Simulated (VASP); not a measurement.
# Rb2CaAlF6 (Fm-3m) in VASP: notebook, part 2 of 2

VASP 6.6.1. Earlier steps stand in the parts before.

## (4) Single point, PBE

INCAR reads:

```
PREC = Accurate
ENCUT = 520
EDIFF = 1E-6
ISMEAR = -5
SIGMA = 0.1
LREAL = F
LASPH = T
NELM = 80
ALGO = Normal
ISIF = 2
LWAVE = F
LCHARG = F
GGA = PE
NBANDS = 48
```

KPOINTS reads:

```
Automatic mesh
0
Gamma
  4 4 4
```

POSCAR reads:

```
Rb2CaAlF6
1.0
    0.0000000000      4.4416210000      4.4416210000
    4.4416210000      0.0000000000      4.4416210000
    4.4416210000      4.4416210000      0.0000000000
Al F Rb Ca
1 6 2 1
Direct
    0.0000000000      0.0000000000      0.0000000000
    0.7843000000      0.2157000000      0.2157000000
    0.2157000000      0.7843000000      0.2157000000
    0.2157000000      0.7843000000      0.7843000000
    0.7843000000      0.2157000000      0.7843000000
    0.2157000000      0.2157000000      0.7843000000
    0.7843000000      0.7843000000      0.2157000000
    0.2500000000      0.2500000000      0.2500000000
    0.7500000000      0.7500000000      0.7500000000
    0.5000000000      0.5000000000      0.5000000000
```

Potentials or basis: VASP PAW PBE potentials, release 64 (Al, F, Rb_sv, Ca_sv).

Command:

```bash
> cat potpaw_PBE.64/Al/POTCAR potpaw_PBE.64/F/POTCAR potpaw_PBE.64/Rb_sv/POTCAR potpaw_PBE.64/Ca_sv/POTCAR > POTCAR
> mpirun -np 1 vasp_std > vasp.out
```

OUTCAR:

```text
PREC = Accurate
   ENCUT = 520
   EDIFF = 1E-6
   ISMEAR = -5
   LREAL = F
   LASPH = T
   NELM = 80
   ISIF = 2
   GGA = PE

 ion  position               nearest neighbor table
   1  0.000  0.000  0.000-   2 1.92   3 1.92   4 1.92   5 1.92   6 1.92   7 1.92   9 3.85   9 3.85
                             9 3.85   8 3.85   9 3.85   8 3.85   8 3.85   8 3.85
   2  0.784  0.216  0.216-   1 1.92  10 2.53   9 3.16   8 3.16   9 3.16   8 3.16
   3  0.216  0.784  0.216-   1 1.92  10 2.53   9 3.16   8 3.16   9 3.16   8 3.16
   4  0.216  0.784  0.784-   1 1.92  10 2.53   9 3.16   9 3.16   8 3.16   8 3.16
   5  0.784  0.216  0.784-   1 1.92  10 2.53   9 3.16   9 3.16   8 3.16   8 3.16
   6  0.216  0.216  0.784-   1 1.92  10 2.53   9 3.16   8 3.16   9 3.16   8 3.16
   7  0.784  0.784  0.216-   1 1.92  10 2.53   9 3.16   9 3.16   8 3.16   8 3.16
   8  0.250  0.250  0.250-   2 3.16   5 3.16   7 3.16   3 3.16   4 3.16   7 3.16   4 3.16   5 3.16
                             6 3.16   2 3.16   3 3.16   6 3.16   1 3.85   1 3.85   1 3.85   1 3.85
   9  0.750  0.750  0.750-   4 3.16   5 3.16   7 3.16   2 3.16   3 3.16   7 3.16   2 3.16   5 3.16
                             6 3.16   3 3.16   4 3.16   6 3.16   1 3.85  10 3.85  10 3.85   1 3.85
  10  0.500  0.500  0.500-   2 2.53   3 2.53   4 2.53   5 2.53   6 2.53   7 2.53   8 3.85   8 3.85
                             8 3.85   8 3.85   9 3.85   9 3.85   9 3.85   9 3.85

  LATTYP: Found a face centered cubic cell.
 ALAT       =     8.8832420000

  Lattice vectors:

 A1 = (   0.0000000000,   4.4416210000,   4.4416210000)
 A2 = (   4.4416210000,   0.0000000000,   4.4416210000)
 A3 = (   4.4416210000,   4.4416210000,   0.0000000000)

Analysis of symmetry for initial positions (statically):
=====================================================================
 Subroutine PRICEL returns:
 Original cell was already a primitive cell.

 Routine SETGRP: Setting up the symmetry group for a
 face centered cubic supercell.

 Subroutine GETGRP returns: Found 48 space group operations
 (whereof 48 operations were pure point group operations)
 out of a pool of 48 trial point group operations.

[... 144 lines left out ...]
   LEPSILON=     F    determine dielectric tensor
   LRPA    =     F    only Hartree local field effects (RPA)
 non-spin polarized calculation
 Fermi weights with tetrahedron method with Bloechl corrections
  energy-cutoff  :      520.00
  volume of cell :      175.25
 maximum number of plane-waves:      4766
 NGX is ok and might be reduce to    48
   NGX = 23   NGY = 23   NGZ = 23

 number of electron      72.9999993 magnetization

 Free energy of the ion-electron system (eV)
  ---------------------------------------------------
  ext. energy  EPLUGINS =         0.00000000
  ---------------------------------------------------
  free energy    TOTEN  =       -48.46276135 eV

  energy without entropy =      -48.46276135  energy(sigma->0) =      -48.46276135

 E-fermi :   5.3165     XC(G=0):  -8.8187

 val. band max:        5.1168469050   @ k =  -0.2500   0.2500   0.0000
 cond. band min:       5.4718474734   @ k =   0.5000   0.2500   0.0000
 fundamental gap:      0.3550005684
 Fermi energy:         5.3164607754

 k-point     1 :       0.0000    0.0000    0.0000
  band No.  band energies     occupation
      1     -39.4038      2.00000
      2     -24.5858      2.00000
      3     -24.5409      2.00000
      4     -22.1206      2.00000
      5     -21.7956      2.00000
      6     -21.7956      2.00000
[... 397 lines left out ...]
     47       8.4492      0.00000
     48       8.5285      0.00000

------------------------ aborting loop because EDIFF is reached ----------------------------------------

  FORCE on cell =-STRESS in cart. coord.  units (eV):
  Direction    XX          YY          ZZ          XY          YZ          ZX
  --------------------------------------------------------------------------------------
  -------------------------------------------------------------------------------------
  Total       -2.1653204     -2.1653204     -2.1653204      0.0000000     -0.0000000      0.0000000
  in kB      -19.7960368    -19.7960368    -19.7960368      0.0000000     -0.0000000      0.0000000
  external PRESSURE =     -19.7960368 kB  Pullay stress =       0.0000000 kB

 VOLUME and BASIS-vectors are now :
 -----------------------------------------------------------------------------
  energy-cutoff  :      520.00
  volume of cell :      175.25
      direct lattice vectors                 reciprocal lattice vectors
     0.000000000  4.441621000  4.441621000    -0.112571514  0.112571514  0.112571514
     4.441621000  0.000000000  4.441621000     0.112571514 -0.112571514  0.112571514
     4.441621000  4.441621000  0.000000000     0.112571514  0.112571514 -0.112571514

 POSITION                                       TOTAL-FORCE (eV/Angst)
 -----------------------------------------------------------------------------------
      0.00000      0.00000      0.00000         0.000000     -0.000000     -0.000000
      1.91612      4.44162      4.44162        -0.036510     -0.000000     -0.000000
      4.44162      1.91612      4.44162         0.000000     -0.036510     -0.000000
      6.96713      4.44162      4.44162         0.036510     -0.000000     -0.000000
      4.44162      6.96713      4.44162         0.000000      0.036510     -0.000000
      4.44162      4.44162      1.91612         0.000000     -0.000000     -0.036510
      4.44162      4.44162      6.96713         0.000000     -0.000000      0.036510
      2.22081      2.22081      2.22081         0.000000     -0.000000     -0.000000
      6.66243      6.66243      6.66243         0.000000     -0.000000      0.000000
      4.44162      4.44162      4.44162         0.000000     -0.000000     -0.000000
 -----------------------------------------------------------------------------------
    total drift:                                0.000000      0.000000      0.000000

  FREE ENERGIE OF THE ION-ELECTRON SYSTEM (eV)
  ---------------------------------------------------
  free  energy   TOTEN  =       -48.4627613506 eV

  energy  without entropy=      -48.4627613506  energy(sigma->0) =      -48.46276135
```

OSZICAR:

```text
N       E                     dE             d eps       ncg     rms          rms(c)
DAV:   1     0.599803065872E+03    0.59980E+03   -0.37892E+04   784   0.142E+03
DAV:   2    -0.824285665235E+01   -0.60805E+03   -0.59664E+03   944   0.360E+02
DAV:   3    -0.505812155026E+02   -0.42338E+02   -0.41934E+02  1064   0.965E+01
DAV:   4    -0.529647165953E+02   -0.23835E+01   -0.23734E+01  1296   0.146E+01
DAV:   5    -0.530001467209E+02   -0.35430E-01   -0.35544E-01   952   0.169E+00    0.128E+01
DAV:   6    -0.485369711385E+02    0.44632E+01   -0.19333E+01   912   0.212E+01    0.524E+00
DAV:   7    -0.485041136080E+02    0.32858E-01   -0.10695E+00  1064   0.452E+00    0.287E+00
DAV:   8    -0.484631527685E+02    0.40961E-01   -0.15451E-01   888   0.244E+00    0.625E-01
DAV:   9    -0.484618076775E+02    0.13451E-02   -0.39246E-02   984   0.853E-01    0.230E-01
DAV:  10    -0.484625848635E+02   -0.77719E-03   -0.54295E-03  1072   0.364E-01    0.553E-02
DAV:  11    -0.484626708777E+02   -0.86014E-04   -0.38158E-04  1080   0.969E-02    0.210E-02
DAV:  12    -0.484627465627E+02   -0.75685E-04   -0.90372E-05  1192   0.406E-02    0.861E-03
DAV:  13    -0.484627597855E+02   -0.13223E-04   -0.10024E-05  1072   0.129E-02    0.321E-03
DAV:  14    -0.484627617356E+02   -0.19501E-05   -0.47607E-07   592   0.347E-03    0.617E-04
DAV:  15    -0.484627613506E+02    0.38494E-06   -0.46566E-08   528   0.104E-03
   1 F= -.48462761E+02 E0= -.48462761E+02  d E =0.000000E+00
```

stdout:

```text
POSCAR found type information on POSCAR AlF RbCa
 POSCAR found :  4 types and      10 ions
 scaLAPACK will be used
 LDA part: xc-table for (Slater+PW92), standard interpolation
 POSCAR, INCAR and KPOINTS ok, starting setup
 FFT: planning ... GRIDC
 FFT: planning ... GRID_SOFT
 FFT: planning ... GRID
 WAVECAR not read
 entering main loop
 -----------------------------------------------------------------------------
|                                                                             |
|           W    W    AA    RRRRR   N    N  II  N    N   GGGG   !!!           |
|           W    W   A  A   R    R  NN   N  II  NN   N  G    G  !!!           |
|           W    W  A    A  R    R  N N  N  II  N N  N  G       !!!           |
|           W WW W  AAAAAA  RRRRR   N  N N  II  N  N N  G  GGG   !            |
|           WW  WW  A    A  R   R   N   NN  II  N   NN  G    G                |
|           W    W  A    A  R    R  N    N  II  N    N   GGGG   !!!           |
|                                                                             |
|     Tetrahedron method does not include variations of the Fermi             |
|     occupations, so forces and stress will be inaccurate. We suggest        |
|     using a different smearing scheme ISMEAR = 1 or 2 for metals in         |
|     relaxations.                                                            |
|                                                                             |
 -----------------------------------------------------------------------------
```

Wall time 96 s (1 thread of AMD EPYC 7R43 (Zen 3), shared host); peak memory 0.31 GiB.

What came out:

| Item | Value |
| --- | --- |
| Free energy | -48.4628 eV |
| Pressure | -2.0 GPa |
| Largest force | 0.037 eV/Å |
| Band gap on the k mesh | zero (an odd number of electrons rules out a gap without spin polarisation) |

Forces in eV/Å, atoms in the order of the input:
```
Al   0.000  0.000  0.000
F   -0.037  0.000  0.000
F    0.000 -0.037  0.000
F    0.037  0.000  0.000
F    0.000  0.037  0.000
F    0.000  0.000 -0.037
F    0.000  0.000  0.037
Rb   0.000  0.000  0.000
Rb   0.000  0.000  0.000
Ca   0.000  0.000  0.000
```

Caveat: an odd number of electrons without spin polarisation forces a metal; a magnetic or distorted state may lie lower; tetrahedron occupations give inexact forces and stress in metals.

## (5) Overview

| level | smearing | gap on the mesh (eV) | pressure (GPa) | largest force (eV/Å) |
| --- | --- | --- | --- | --- |
| PBE | fermi-dirac 0.0821 eV | none | -2.1 | 0.07 |
| PBE+D3(BJ) | fermi-dirac 0.0821 eV | none | -3.2 | 0.07 |
| PBE | tetrahedron | none | -2.0 | 0.04 |

Alike in all rows: task single point; potentials or basis VASP PAW PBE potentials, release 64 (Al, F, Rb_sv, Ca_sv); no spin polarisation; cell as given; k mesh 4 × 4 × 4; cutoff (eV) 520.

The pressure there spans -3.2 GPa (PBE+D3(BJ)) to -2.0 GPa (PBE); a positive pressure means that this level wants a larger cell, a negative one a smaller.

Caveats: an odd number of electrons without spin polarisation forces a metal; a magnetic or distorted state may lie lower; three body term missing (at least some runs); the cell stands under tension (at least some runs); tetrahedron occupations give inexact forces and stress in metals (at least some runs).

Total energies depend on the potentials used, so only differences within one code and one set of settings carry meaning.

The gap in the log of VASP goes by the Fermi energy; the results here count the filled bands.